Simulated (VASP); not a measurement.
Set up this calculation in VASP 6.6.1, as the native input.

```
Task                   : single point
Functional             : LDA
Potentials or basis    : VASP PAW LDA potentials, release 64 (Zn)
Cutoff                 : 520 eV
k mesh                 : 20 × 20 × 20
Occupations            : gaussian, width 0.15 eV
Spin                   : no spin polarisation
Dipole correction      : no
Further INCAR settings : ALGO = Fast; EDIFF = 1e-07; NBANDS = 12
```

The structure of Zn lies in POSCAR:

```
Zn
1.0
   -1.4856136926      1.5056386871      1.5458392400
    1.4856136926     -1.5056386871      1.5458392400
    1.4856136926      1.5056386871     -1.5458392400
Zn
1
Direct
    0.0000000000      0.0000000000      0.0000000000
```

This cell differs from its parent crystal: normal strain along x -0.0133, normal strain along z +0.0267.

These files were run (other wordings do the same):

INCAR

```
SYSTEM = Zn
  PREC = Accurate
  ENCUT = 520
  EDIFF = 1E-7
  ISMEAR = 0
  SIGMA = 0.15
  LREAL = .FALSE.
  LASPH = .TRUE.
  NELM = 60
  ALGO = Fast
  ISIF = 2
  LWAVE = .FALSE.
  LCHARG = .FALSE.
  GGA = CA
  NBANDS = 12
```

KPOINTS

```
regular mesh
0
G
  20 20 20
  0 0 0
```

Potentials or basis: VASP PAW LDA potentials, release 64 (Zn).

Launch:

```sh
$ cat potpaw_LDA.64/Zn/POTCAR > POTCAR
$ mpirun -np 1 vasp_std > vasp.out
```

Results of the run:

* Pressure: -0.5 GPa
* Band gap on the k mesh: zero (band 6 reaches 7.44 eV, above the bottom of band 7 at 2.68 eV)

Caveat: the cell differs from its parent crystal (normal strain along x -0.0133, normal strain along z +0.0267).

Wall time 2.1 min on 1 thread of Intel(R) Xeon(R) 6975P-C (Granite Rapids), on a shared host, peak memory 0.28 GiB.
